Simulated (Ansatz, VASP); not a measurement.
# One calculation of In, two programs

```xyz
1
Lattice="-1.7857 1.7857 1.7857 1.7857 -1.7857 1.7857 1.7857 1.7857 -1.7857" Properties=species:S:1:pos:R:3 pbc="T T T"
In    0.0000    0.0000    0.0000
```

Alike in both runs: task single point; functional PBEsol; k mesh 13 × 13 × 13; occupations fermi-dirac, width 0.1 eV; no spin polarisation.

```csv
,VASP,Ansatz
version,VASP 6.6.1,Ansatz 0.2.0
potentials or method,"VASP PAW PBE potentials, release 64 (In_d), cutoff 520 eV","plane waves (420 eV) with PAW, scalar-relativistic"
valence electrons in the cell,13,13
```

|  | VASP | Ansatz | Ansatz less VASP |
| --- | --- | --- | --- |
| pressure (GPa) | 7.6 | 7.6 | +0.03 |

VASP's potentials were made for PBE, not for PBEsol, and Ansatz warns of the same on its side.
